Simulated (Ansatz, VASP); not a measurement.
Ru: VASP beside Ansatz

The input INCAR:

```
PREC     = Accurate       # precision mode
ENCUT    = 520            # plane-wave cutoff, eV
EDIFF    = 1E-7           # SCF threshold, eV
ISMEAR   = -1             # smearing method
SIGMA    = 0.03           # smearing width, eV
LREAL    = False          # projectors in reciprocal space
LASPH    = True           # aspherical terms in the spheres
NELM     = 80             # most SCF steps
ALGO     = Normal         # electronic algorithm
ISIF     = 2              # what is computed and relaxed
LWAVE    = False          # write WAVECAR
LCHARG   = True           # write CHGCAR
GGA      = PE             # functional
LELF     = True           # ELF
LVHAR    = True         
NBANDS   = 21             # bands
```

The input KPOINTS:

```
Automatic mesh
0
Gamma
  14 14 8
```

Contents of POSCAR:

```
Ru
1.0
    2.7057993342      0.0135289967      0.0135289967
   -1.3411832123      2.3365264627      0.0049519565
    0.0214095000      0.0214095000      4.2819000000
Ru
2
Direct
    0.3333333333      0.6666666667      0.2500000000
    0.6666666667      0.3333333333      0.7500000000
```

Input for Ansatz:

```yaml
crystal:
  lattice:
    - [2.7057993342, 0.0135289967, 0.0135289967]
    - [-1.3411832123, 2.3365264627, 0.0049519565]
    - [0.0214095, 0.0214095, 4.2819]
  atoms:
    - { symbol: Ru, position: [0.3333333333, 0.6666666667, 0.25] }
    - { symbol: Ru, position: [0.6666666667, 0.3333333333, 0.75] }
kpoints:
  mp_grid: { grid: [14, 14, 8] }
  band_path:
    path:
      - [0.0, 0.0, 0.0]
      - [0.0, -0.5, 0.0]
      - [0.0, 0.0, 0.5]
      - [0.0, 0.0, 0.0]
      - [-0.5, 0.0, 0.0]
      - [-0.5, 0.5, -0.5]
      - [0.0, 0.0, 0.0]
      - [-0.5, 0.0, -0.5]
      - [-0.5, 0.5, 0.0]
    npoints: 5
scf:
  occupations: { method: fermi_dirac, width: 0.03 }
hamiltonian:
  xc: pbe
  pseudopotentials: { kind: all_electron, lapw: { basis_error: 0.0005 } }
output:
  forces: true
  stress: true
  eigenvalues: true
```

Change from the starting cell: equal xy, yz and zx shear strains of +1 %.

Alike in both runs: task single point; functional PBE; k mesh 14 × 14 × 8; occupations fermi-dirac, width 0.03 eV; no spin polarisation.

```csv
,VASP,Ansatz
version,VASP 6.6.1,Ansatz 0.2.0
potentials or method,"VASP PAW PBE potentials, release 64 (Ru_pv), cutoff 520 eV","all-electron LAPW, scalar-relativistic"
```

|  | VASP | Ansatz | Ansatz less VASP |
| --- | --- | --- | --- |
| pressure (GPa) | 4.6 | 4.6 | +0.02 |
| traceless stress, the component that is largest in VASP (GPa) | -1.98 | -1.98 | +0.004 |
| rms of the force components (eV/Å) | 0.024 | 0.024 | 0.0000 |

Atom by atom the forces differ by 0.000 eV/Å (rms over components). Ansatz ran all-electron here, and VASP with PAW potentials.
